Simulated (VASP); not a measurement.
# MgB2 (P6/mmm) in VASP: a series of runs

MgB2 is run at these levels: r2SCAN; tasks: relaxation of shape and atoms at fixed volume, single point.

Everything below comes from runs of VASP 6.6.1. Logs are shortened: lines on timing, memory, paths and dates and some standing lists are left out, and cuts for length are marked.

### 1 The cell of the first run

The structure is hexagonal, space group P6/mmm (No. 191). Conventional cell: a = 3.013 Å, b = 3.013 Å, c = 3.423 Å, α = 90.00°, β = 90.00°, γ = 120.00°. Mg (site symmetry 6/mmm) has 12 B at 2.44 Å and 6 Mg at 3.01 Å within 3.2 Å. Within 2.3 Å of B (site symmetry -6m2) lie 3 B at 1.74 Å.

### 2 Relaxation of shape and atoms at fixed volume, r2SCAN (volume scaled by 0.94)

POSCAR

```
MgB2
1.0
    3.0127529430      0.0000000000      0.0000000000
   -1.5063764715      2.6091205839      0.0000000000
    0.0000000000      0.0000000000      3.4229768775
Mg B
1 2
Direct
    0.0000000000      0.0000000000      0.0000000000
    0.3333333333      0.6666666667      0.5000000000
    0.6666666667      0.3333333333      0.5000000000
```

INCAR.step1

```
PREC     = Accurate       # precision mode
ENCUT    = 600            # plane-wave cutoff, eV
ISMEAR   = 0              # smearing method
SIGMA    = 0.1            # smearing width, eV
LREAL    = False          # projectors in reciprocal space
LASPH    = True           # aspherical terms in the spheres
NELM     = 100            # most SCF steps
GGA      = PE             # functional
ALGO     = Normal         # electronic algorithm
EDIFF    = 1E-4           # SCF threshold, eV
LWAVE    = True           # write WAVECAR
LCHARG   = False          # write CHGCAR
```

INCAR.step2

```
PREC     = Accurate       # precision mode
ENCUT    = 600            # plane-wave cutoff, eV
EDIFF    = 1E-7           # SCF threshold, eV
ISMEAR   = 0              # smearing method
SIGMA    = 0.1            # smearing width, eV
LREAL    = False          # projectors in reciprocal space
LASPH    = True           # aspherical terms in the spheres
NELM     = 100            # most SCF steps
ALGO     = Normal         # electronic algorithm
ISIF     = 4              # what is computed and relaxed
LWAVE    = False          # write WAVECAR
LCHARG   = False          # write CHGCAR
METAGGA  = R2SCAN         # meta-GGA
LMIXTAU  = True         
IBRION   = 2              # ionic algorithm
NSW      = 50             # ionic steps
EDIFFG   = -0.01          # ionic threshold
ISTART   = 1
```

KPOINTS

```
Automatic mesh
0
Gamma
  18 18 12
```

Potentials or basis: VASP PAW PBE potentials, release 64 (Mg, B).

The run is started by

```sh
$ cat potpaw_PBE.64/Mg/POTCAR potpaw_PBE.64/B/POTCAR > POTCAR
$ cp INCAR.step1 INCAR
$ mpirun -np 1 vasp_std > vasp.out
$ cp INCAR.step2 INCAR
$ mpirun -np 1 vasp_std > vasp.out
```

OUTCAR:

```text
PREC = Accurate
   ENCUT = 600
   EDIFF = 1E-7
   ISMEAR = 0
   LREAL = False
   LASPH = True
   NELM = 100
   ISIF = 4
   METAGGA = R2SCAN
   IBRION = 2
   NSW = 50
   EDIFFG = -0.01
   ISTART = 1

 ion  position               nearest neighbor table
   1  0.000  0.000  0.000-   2 2.44   3 2.44   2 2.44   3 2.44   2 2.44   2 2.44   3 2.44   3 2.44
                             3 2.44   3 2.44   2 2.44   2 2.44
   2  0.333  0.667  0.500-   3 1.74   3 1.74   3 1.74   1 2.44   1 2.44   1 2.44   1 2.44   1 2.44
                             1 2.44
   3  0.667  0.333  0.500-   2 1.74   2 1.74   2 1.74   1 2.44   1 2.44   1 2.44   1 2.44   1 2.44
                             1 2.44

  LATTYP: Found a hexagonal cell.
 ALAT       =     3.0127529430
 C/A-ratio  =     1.1361624874

  Lattice vectors:

 A1 = (   3.0127529430,   0.0000000000,   0.0000000000)
 A2 = (  -1.5063764715,   2.6091205839,   0.0000000000)
 A3 = (   0.0000000000,   0.0000000000,   3.4229768775)

Analysis of symmetry for initial positions (statically):
=====================================================================
 Subroutine PRICEL returns:
 Original cell was already a primitive cell.

 Routine SETGRP: Setting up the symmetry group for a
 hexagonal supercell.

 Subroutine GETGRP returns: Found 24 space group operations
 (whereof 24 operations were pure point group operations)
 out of a pool of 24 trial point group operations.

The static configuration has the point symmetry D_6h.

Analysis of symmetry for dynamics (positions and initial velocities):
=====================================================================
 Subroutine PRICEL returns:
 Original cell was already a primitive cell.

 Routine SETGRP: Setting up the symmetry group for a
 hexagonal supercell.

 Subroutine GETGRP returns: Found 24 space group operations
 (whereof 24 operations were pure point group operations)
 out of a pool of 24 trial point group operations.

The dynamic configuration has the point symmetry D_6h.

 Subroutine INISYM returns: Found 24 space group operations
 (whereof 24 operations are pure point group operations),
 and found     1 'primitive' translations

----------------------------------------------------------------------------------------

                                     Primitive cell

  volume of cell :      26.9068

  direct lattice vectors                    reciprocal lattice vectors
     3.012752943  0.000000000  0.000000000     0.331922338  0.191635451  0.000000000
    -1.506376472  2.609120584  0.000000000     0.000000000  0.383270902  0.000000000
     0.000000000  0.000000000  3.422976878     0.000000000  0.000000000  0.292143370

  length of vectors
     3.012752943  3.012752943  3.422976878     0.383270902  0.383270902  0.292143370

  position of ions in fractional coordinates (direct lattice)
     0.000000000  0.000000000  0.000000000
     0.333333333  0.666666667  0.500000000
     0.666666667  0.333333333  0.500000000

  ion indices of the primitive-cell ions
   primitive index   ion index
                 1           1
                 2           2
                 3           3

----------------------------------------------------------------------------------------

 KPOINTS: Automatic mesh

Automatic generation of k-mesh.
 Grid dimensions read from file:
 generate k-points for:   18   18   12

 Generating k-lattice:

  Cartesian coordinates                     Fractional coordinates (reciprocal lattice)
     0.018440130  0.010646414  0.000000000     0.055555556  0.000000000  0.000000000
     0.000000000  0.021292828  0.000000000     0.000000000  0.055555556  0.000000000
     0.000000000  0.000000000  0.024345281     0.000000000  0.000000000  0.083333333

  Length of vectors
     0.021292828  0.021292828  0.024345281

  Shift w.r.t. Gamma in fractional coordinates (k-lattice)
     0.000000000  0.000000000  0.000000000
[... 39 lines left out ...]
   NGX,Y,Z   is equivalent  to a cutoff of  13.24, 13.24, 13.60 a.u.
   NGXF,Y,Z  is equivalent  to a cutoff of  26.49, 26.49, 27.20 a.u.
 SYSTEM =  unknown system
   PREC   = accura    normal or accurate (medium, high low for compatibility)
   ISTART =      1    job   : 0-new  1-cont  2-samecut
   ICHARG =      0    charge: 1-file 2-atom 10-const
   ISPIN  =      1    spin polarized calculation?
   LNONCOLLINEAR =      F non collinear calculations
   LSORBIT =      F    spin-orbit coupling
   LASPH  =      T    aspherical Exc in radial PAW
   ENCUT  =  600.0 eV  44.10 Ry    6.64 a.u.   6.02  6.02  6.84*2*pi/ulx,y,z
   NELM   =    100;   NELMIN=  2; NELMDL=  0     # of ELM steps
   EDIFF  = 0.1E-06   stopping-criterion for ELM
   LREAL  =      F    real-space projection
   EDIFFG = -.1E-01   stopping-criterion for IOM
   NSW    =     50    number of steps for IOM
   IBRION =      2    ionic relax: 0-MD 1-quasi-New 2-CG
   NFREE  =      1    steps in history (QN), initial steepest desc. (CG)
   ISIF   =      4    stress and relaxation
[... 33 lines left out ...]

 number of electron       8.0000000 magnetization

 Free energy of the ion-electron system (eV)
  ---------------------------------------------------
  ext. energy  EPLUGINS =         0.00000000
  ---------------------------------------------------
  free energy    TOTEN  =       -19.35885307 eV

  energy without entropy =      -19.35604446  energy(sigma->0) =      -19.35744877

------------------------ aborting loop because EDIFF is reached ----------------------------------------

  FORCE on cell =-STRESS in cart. coord.  units (eV):
  Direction    XX          YY          ZZ          XY          YZ          ZX
  --------------------------------------------------------------------------------------
  -------------------------------------------------------------------------------------
  Total        1.8530906      1.8530906      1.4264833      0.0000000      0.0000000      0.0000000
  in kB      110.3432084    110.3432084     84.9406625      0.0000000      0.0000000      0.0000000
  external PRESSURE =     101.8756931 kB  Pullay stress =       0.0000000 kB

 VOLUME and BASIS-vectors are now :
 -----------------------------------------------------------------------------
  energy-cutoff  :      600.00
  volume of cell :       26.91
      direct lattice vectors                 reciprocal lattice vectors
     3.012752943  0.000000000  0.000000000     0.331922338  0.191635451  0.000000000
    -1.506376472  2.609120584  0.000000000     0.000000000  0.383270902  0.000000000
     0.000000000  0.000000000  3.422976878     0.000000000  0.000000000  0.292143370

 POSITION                                       TOTAL-FORCE (eV/Angst)
 -----------------------------------------------------------------------------------
      0.00000      0.00000      0.00000        -0.000000      0.000000      0.000000
     -0.00000      1.73941      1.71149        -0.000000      0.000000      0.000000
      1.50638      0.86971      1.71149         0.000000      0.000000      0.000000
 -----------------------------------------------------------------------------------
    total drift:                                0.000000     -0.000000      0.000000

  FREE ENERGIE OF THE ION-ELECTRON SYSTEM (eV)
  ---------------------------------------------------
  free  energy   TOTEN  =       -19.3588530721 eV

  energy  without entropy=      -19.3560444607  energy(sigma->0) =      -19.35744877

--------------------------------------- Ionic step        2  -------------------------------------------

 number of electron       8.0000000 magnetization

 Free energy of the ion-electron system (eV)
  ---------------------------------------------------
  ext. energy  EPLUGINS =         0.00000000
  ---------------------------------------------------
  free energy    TOTEN  =       -19.35984469 eV

  energy without entropy =      -19.35713560  energy(sigma->0) =      -19.35849015

 E-fermi :   5.7961     XC(G=0): -11.8586

 val. band max:        5.7518868475   @ k =   0.0556   0.0556   0.0833
 cond. band min:       5.8165560742   @ k =   0.4444   0.0000   0.0000
 fundamental gap:      0.0646692267
 Fermi energy:         5.7960691430

 k-point     1 :       0.0000    0.0000    0.0000
  band No.  band energies     occupation
      1      -7.8755      2.00000
      2       2.6656      2.00000
      3       6.1869      0.00000
      4       6.1869      0.00000
      5       8.1929      0.00000
      6      12.6419      0.00000
      7      12.6419      0.00000
      8      14.9408      0.00000
[... 243 lines left out ...]
 k-point    24 :       0.3889    0.1111    0.0000
  band No.  band energies     occupation
      1      -4.0969      2.00000
      2      -1.9628      2.00000
      3       2.4329      2.00000
      4       6.0024      0.00352
      5       9.6176      0.00000
      6      10.9721      0.00000
      7      12.2535      0.00000
      8      14.9915      0.00000

 [... further k-points ...]

------------------------ aborting loop because EDIFF is reached ----------------------------------------

  FORCE on cell =-STRESS in cart. coord.  units (eV):
  Direction    XX          YY          ZZ          XY          YZ          ZX
  --------------------------------------------------------------------------------------
  -------------------------------------------------------------------------------------
  Total        1.6583729      1.6583729      1.6526590      0.0000000     -0.0000000      0.0000000
  in kB       98.7486455     98.7486455     98.4084039      0.0000000     -0.0000000      0.0000000
  external PRESSURE =      98.6352316 kB  Pullay stress =       0.0000000 kB

 VOLUME and BASIS-vectors are now :
 -----------------------------------------------------------------------------
  energy-cutoff  :      600.00
  volume of cell :       26.91
      direct lattice vectors                 reciprocal lattice vectors
     3.019658143  0.000000000  0.000000000     0.331163315  0.191197229 -0.000000000
    -1.509829072  2.615100663  0.000000000     0.000000000  0.382394458 -0.000000000
     0.000000000  0.000000000  3.407339799     0.000000000 -0.000000000  0.293484084

 POSITION                                       TOTAL-FORCE (eV/Angst)
 -----------------------------------------------------------------------------------
      3.01966      0.00000      0.00000         0.000000     -0.000000      0.000000
     -0.00000      1.74340      1.70367         0.000000     -0.000000     -0.000000
      1.50983      0.87170      1.70367        -0.000000      0.000000      0.000000
 -----------------------------------------------------------------------------------
    total drift:                                0.000000     -0.000000      0.000000

  FREE ENERGIE OF THE ION-ELECTRON SYSTEM (eV)
  ---------------------------------------------------
  free  energy   TOTEN  =       -19.3598446909 eV

  energy  without entropy=      -19.3571356045  energy(sigma->0) =      -19.35849015

 reached required accuracy - stopping structural energy minimisation
```

It took 7.6 min on 1 thread of AMD EPYC 7R43 (Zen 3), shared host; peak memory 0.18 GiB.

What came out:

```
Free energy               : -19.3598 eV
Energy gained by relaxing : 0.3 meV/atom
Ionic steps               : 2
Pressure after relaxing   : 9.9 GPa
Band gap on the k mesh    : zero (band 4 reaches 7.85 eV, above the bottom of band 5 at 3.56 eV)
```

The path:
```tsv
step	energy change (eV)	largest force (eV/Å)	pressure (GPa)	volume (Å³)
1	0.0000	0.0000	10.19	26.91
2	-0.0010	0.0000	9.86	26.91
```

Final structure:
```
Mg B
1.0
     3.01966    0.00000    0.00000
    -1.50983    2.61510    0.00000
     0.00000    0.00000    3.40734
Mg B
1 2
Cartesian
  3.0197 0.0000 0.0000
  0.0000 1.7434 1.7037
  1.5098 0.8717 1.7037
```

Levels at points of the mesh, in eV from the Fermi level:
| k point | band 2 | band 3 | band 4 | band 5 | band 6 | band 7 |
| --- | --- | --- | --- | --- | --- | --- |
| (0.00, 0.00, 0.00) | -3.13 | 0.39 | 0.39 | 2.40 | 6.85 | 6.85 |
| (0.50, 0.00, 0.00) | -8.61 | -2.45 | 0.28 | 3.57 | 4.25 | 6.36 |
| (0.00, 0.00, 0.50) | -8.07 | 0.85 | 0.85 | 7.14 | 7.14 | 8.92 |
| (0.50, 0.00, 0.50) | -7.61 | -3.94 | -2.13 | -1.27 | 6.48 | 9.97 |

Caveat: the cell differs from its parent crystal (volume scaled by 0.94); the PAW data sets were made with another functional, which shifts forces and pressure a little.

### 3 Relaxation of shape and atoms at fixed volume, r2SCAN (volume scaled by 0.97)

POSCAR

```
MgB2
1.0
    3.0383933168      0.0000000000      0.0000000000
   -1.5191966584      2.6313257990      0.0000000000
    0.0000000000      0.0000000000      3.4728569969
Mg B
1 2
Direct
    0.0000000000      0.0000000000      0.0000000000
    0.3333333333      0.6666666667      0.5000000000
    0.6666666667      0.3333333333      0.5000000000
```

INCAR.step1

```
SYSTEM = MgB2
PREC = Accurate
ENCUT = 600
ISMEAR = 0
SIGMA = 0.1
LREAL = .False.
LASPH = .True.
NELM = 100
GGA = PE
ALGO = Normal
EDIFF = 1E-4
LWAVE = .True.
LCHARG = .False.
```

INCAR.step2

```
SYSTEM = MgB2
PREC = Accurate
ENCUT = 600
EDIFF = 1E-6
ISMEAR = 0
SIGMA = 0.1
LREAL = .False.
LASPH = .True.
NELM = 100
ALGO = Normal
ISIF = 4
LWAVE = .False.
LCHARG = .False.
METAGGA = R2SCAN
LMIXTAU = .True.
IBRION = 2
NSW = 50
EDIFFG = -0.01
ISTART = 1
```

KPOINTS

```
Automatic mesh
0
Gamma
  18 18 12
  0 0 0
```

Potentials or basis: VASP PAW PBE potentials, release 64 (Mg, B).

The run is started by

```sh
$ cat potpaw_PBE.64/Mg/POTCAR potpaw_PBE.64/B/POTCAR > POTCAR
$ cp INCAR.step1 INCAR
$ mpirun -np 1 vasp_std > vasp.out
$ cp INCAR.step2 INCAR
$ mpirun -np 1 vasp_std > vasp.out
```

It took 6.7 min on 1 thread of AMD EPYC 7R43 (Zen 3), shared host; peak memory 0.18 GiB.

It converged, with:

```yaml
Free_energy: -19.3980 eV
Energy_gained_by_relaxing: 0.3 meV/atom
Ionic_steps: 2
Pressure_after_relaxing: 4.4 GPa
Band_gap_on_the_k_mesh: zero (band 4 reaches 7.56 eV, above the bottom of band 5 at 3.41 eV)
```

Stress tensor (GPa, compression positive):
```
4.40 0.00 0.00
0.00 4.40 0.00
0.00 0.00 4.27
```

The path:
```
step  energy change (eV)  largest force (eV/Å)  pressure (GPa)  volume (Å³)
   1              0.0000                0.0000            4.66        27.77
   2             -0.0009                0.0000            4.36        27.77
```

Final structure:
```
Mg B
1.0
     3.04503    0.00000    0.00000
    -1.52252    2.63707    0.00000
     0.00000    0.00000    3.45773
Mg B
1 2
Direct
  0.00000 0.00000 0.00000
  0.33333 0.66667 0.50000
  0.66667 0.33333 0.50000
```

Levels at points of the mesh, in eV from the Fermi level:
```
           k point  band 1  band 2  band 3  band 4  band 5  band 6  band 7  band 8
(0.00, 0.00, 0.00)  -13.48   -3.14    0.40    0.40    2.20    6.77    6.77    8.90
(0.50, 0.00, 0.00)   -9.33   -8.47   -2.39    0.24    3.45    4.21    6.10    8.39
(0.00, 0.00, 0.50)  -12.12   -7.93    0.83    0.83    7.07    7.07    8.80   11.00
(0.50, 0.00, 0.50)   -8.26   -7.51   -3.85   -2.08   -1.25    6.31    9.79   10.08
```

Caveat: the cell differs from its parent crystal (volume scaled by 0.97); the PAW data sets were made with another functional, which shifts forces and pressure a little.

### 4 Single point, r2SCAN (volume scaled by 0.94, then relaxed in part)

POSCAR

```
MgB2
1.0
    3.0188182257      0.0000000000      0.0000000000
   -1.5094091128      2.6143732728      0.0000000000
    0.0000000000      0.0000000000      3.4092360925
Mg B
1 2
Direct
    0.0000000000      0.0000000000      0.0000000000
    0.3333333333      0.6666666667      0.5000000000
    0.6666666667      0.3333333333      0.5000000000
```

INCAR.step1

```
  PREC = Accurate
  ENCUT = 520
  ISMEAR = 0
  SIGMA = 0.1
  LREAL = False
  LASPH = True
  NELM = 60
  NBANDS = 11
  GGA = PE
  ALGO = Normal
  EDIFF = 1E-4
  LWAVE = True
  LCHARG = False
```

INCAR.step2

```
  PREC = Accurate
  ENCUT = 520
  EDIFF = 1E-7
  ISMEAR = 0
  SIGMA = 0.1
  LREAL = False
  LASPH = True
  NELM = 60
  ALGO = Normal
  ISIF = 2
  LWAVE = False
  LCHARG = True
  METAGGA = R2SCAN
  LMIXTAU = True
  LELF = True
  LVHAR = True
  NBANDS = 11
  ISTART = 1
```

KPOINTS

```
regular mesh
0
Gamma
  18 18 12
```

The run is started by

```sh
$ cat potpaw_PBE.64/Mg/POTCAR potpaw_PBE.64/B/POTCAR > POTCAR
$ cp INCAR.step1 INCAR
$ mpirun -np 1 vasp_std > vasp.out
$ cp INCAR.step2 INCAR
$ mpirun -np 1 vasp_std > vasp.out
```

Wall time 3.2 min (1 thread of Intel Xeon 6975P-C (Granite Rapids), shared host); peak memory 0.21 GiB.

The run converged. Its results:

| Quantity | Value |
| --- | --- |
| Free energy | -19.3573 eV |
| Pressure | 9.9 GPa |
| Band gap on the k mesh | zero (band 4 reaches 7.84 eV, above the bottom of band 5 at 3.57 eV) |

Stress tensor (GPa, compression positive):
```
10.03  0.00  0.00
 0.00 10.03  0.00
 0.00  0.00  9.68
```

Levels at points of the mesh, in eV from the Fermi level:
| k point | band 1 | band 2 | band 3 | band 4 | band 5 | band 6 | band 7 | band 8 | band 9 |
| --- | --- | --- | --- | --- | --- | --- | --- | --- | --- |
| (0.00, 0.00, 0.00) | -13.67 | -3.14 | 0.39 | 0.39 | 2.38 | 6.85 | 6.85 | 9.16 | 11.45 |
| (0.50, 0.00, 0.00) | -9.44 | -8.61 | -2.45 | 0.27 | 3.57 | 4.25 | 6.35 | 8.77 | 14.47 |
| (0.00, 0.00, 0.50) | -12.25 | -8.07 | 0.85 | 0.85 | 7.15 | 7.15 | 8.93 | 11.43 | 11.97 |
| (0.50, 0.00, 0.50) | -8.32 | -7.61 | -3.94 | -2.13 | -1.27 | 6.49 | 9.98 | 10.37 | 15.38 |

Caveat: the cell differs from its parent crystal (volume scaled by 0.94, then relaxed in part); the PAW data sets were made with another functional, which shifts forces and pressure a little.

### 5 Summary

| task | cell | cutoff (eV) | gap on the mesh (eV) | pressure (GPa) |
| --- | --- | --- | --- | --- |
| relaxation of shape and atoms at fixed volume | relaxed from a = 3.013, b = 3.013, c = 3.423 Å, angles 90.0, 90.0, 120.0°, 3 atoms | 600 | none | 9.9 |
| relaxation of shape and atoms at fixed volume | relaxed from a = 3.038, b = 3.038, c = 3.473 Å, angles 90.0, 90.0, 120.0°, 3 atoms | 600 | none | 4.4 |
| single point | a = 3.019, b = 3.019, c = 3.409 Å, angles 90.0, 90.0, 120.0°, 3 atoms | 520 | none | 9.9 |

Alike in all rows: level r2SCAN; potentials or basis VASP PAW PBE potentials, release 64 (Mg, B); no spin polarisation; k mesh 18 × 18 × 12; smearing gaussian 0.1 eV.

Caveats: the PAW data sets were made with another functional, which shifts forces and pressure a little.

Absolute energies hang on the potentials; compare differences alone.
